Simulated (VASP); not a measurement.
As, 8 atoms in the cell. The structure is cubic, space group Pm-3n (No. 223). The conventional cell has a = 5.437 Å, b = 5.437 Å, c = 5.437 Å, α = 90.00°, β = 90.00°, γ = 90.00°. Within 4.0 Å of As (site symmetry m-3) lie 12 As at 3.04 Å. Within 3.6 Å of As (site symmetry -4m2) lie 14 As at 2.72 to 3.33 Å. 

| Property | Result |
| --- | --- |
| Program | VASP 6.6.1 |
| Task | single point |
| Functional | RPBE |
| Potentials or basis | VASP PAW PBE potentials, release 64 (As) |
| Cutoff | 520 eV |
| k mesh | 5 × 5 × 5 |
| Occupations | fermi-dirac, width 0.1 eV |
| Spin | no spin polarisation |
| Dipole correction | no |
| Further INCAR settings | ALGO = Normal; EDIFF = 1e-06; NBANDS = 30 |

Potentials or basis: VASP PAW PBE potentials, release 64 (As).

Launch:

```bash
$ cat potpaw_PBE.64/As/POTCAR > POTCAR
$ mpirun -np 1 vasp_std > vasp.out
```

Hardware: 1 thread of Intel(R) Xeon(R) Platinum 8559C (Emerald Rapids), on a shared host.

Q: Estimate the wall time of this run.

A: It took 27 s on 1 thread of Intel(R) Xeon(R) Platinum 8559C (Emerald Rapids) (shared host), peak memory 0.22 GiB. Counts: scf iterations 12, k points 10.
